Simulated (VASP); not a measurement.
Crystal: Sb.

```
CELL_PARAMETERS angstrom
-1.57654 1.57654 2.71194
1.57654 -1.57654 2.71194
1.57654 1.57654 -2.71194
ATOMIC_POSITIONS crystal
Sb 0.00000 0.00000 0.00000
```

```yaml
Program: VASP 6.6.1
Task: relaxation of cell and atoms
Functional: RPBE
Potentials_or_basis: VASP PAW PBE potentials, release 64 (Sb)
Cutoff: 600 eV
k_mesh: 12 × 12 × 12
Occupations: fermi-dirac, width 0.05 eV
Spin: no spin polarisation
```

At the start: pressure 2.9 GPa; volume 26.96 Å³/atom.

Question: How do energy, volume and symmetry change on relaxing?

Answer: Over 10 steps the energy falls by 13.3 meV/atom and the volume is 28.14 Å³/atom (+4.4 %); space group I4/mmm (No. 139, to 0.05 Å).

Step by step:
```
step  energy change (eV)  largest force (eV/Å)  pressure (GPa)  volume (Å³)
   1              0.0000                0.0000            2.94        26.96
   2             -0.0089                0.0000           -1.28        28.94
   3             -0.0116                0.0000           -0.02        28.26
   4             -0.0116                0.0000           -0.07        28.29
   5             -0.0118                0.0000           -0.07        28.28
   6             -0.0122                0.0000           -0.08        28.24
   7             -0.0131                0.0000           -0.05        28.18
   8             -0.0115                0.0000            0.12        28.03
   9             -0.0133                0.0000           -0.03        28.15
  10             -0.0133                0.0000           -0.01        28.14
```

Final structure:
```
Sb
1.0
    -1.62252    1.62252    2.67190
     1.62252   -1.62252    2.67190
     1.62252    1.62252   -2.67190
Sb
1
Direct
  0.00000 0.00000 0.00000
```

Caveat: the PAW data sets were made with another functional, which shifts forces and pressure a little.
